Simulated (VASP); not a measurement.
# Cr: single point with PBE

Cr:

```
Cr
1.0
    -1.42380    1.42380    1.42380
     1.42380   -1.42380    1.42380
     1.42380    1.42380   -1.42380
Cr
1
Direct
  0.00000 0.00000 0.00000
```

| Item | Value |
| --- | --- |
| Program | VASP 6.6.1 |
| Task | single point |
| Functional | PBE |
| Potentials or basis | VASP PAW PBE potentials, release 64 (Cr_pv) |
| Cutoff | 520 eV |
| k mesh | 20 × 20 × 20 |
| Occupations | gaussian, width 0.05 eV |
| Spin | collinear spin, ferromagnetic start |
| Starting moments | [0.5] μB |
| Dipole correction | no |
| Further INCAR settings | ALGO = Normal; EDIFF = 1e-07; NBANDS = 16 |

```json
{"Pressure": "-0.5 GPa", "Band gap on the k mesh": "zero (filled and empty bands overlap)", "Net moment": "0.00 μB per cell", "Valence electrons inside the program's atomic spheres": "Cr 11.06"}
```

Levels at points of the mesh, in eV from the Fermi level:
Spin up:
| k point | band 4 | band 5 | band 6 | band 7 | band 8 | band 9 |
| --- | --- | --- | --- | --- | --- | --- |
| (0.00, 0.00, 0.00) | -7.88 | -0.93 | -0.93 | -0.93 | 1.13 | 1.13 |
| (0.50, 0.00, 0.00) | -4.45 | -2.48 | 1.10 | 1.12 | 1.47 | 2.82 |
| (0.50, 0.50, 0.50) | -4.33 | -4.33 | 2.43 | 2.43 | 2.43 | 7.09 |
Spin down:
```csv
k point,band 3,band 4,band 5,band 6,band 7,band 8,band 9,band 10
"(0.00, 0.00, 0.00)",-42.74,-7.88,-0.93,-0.93,-0.93,1.13,1.13,7.09
"(0.50, 0.00, 0.00)",-42.75,-4.45,-2.48,1.10,1.12,1.47,2.82,7.08
"(0.50, 0.50, 0.50)",-43.37,-4.33,-4.33,2.43,2.43,2.43,7.09,10.59
```

Run time: 54 s on 1 thread of AMD EPYC 7R13 Processor (Zen 3), with other jobs on the host, peak memory 0.15 GiB.

Caveat: an empty level that is flat over the whole mesh can mark a ghost state of the potentials, or a narrow d or f band.
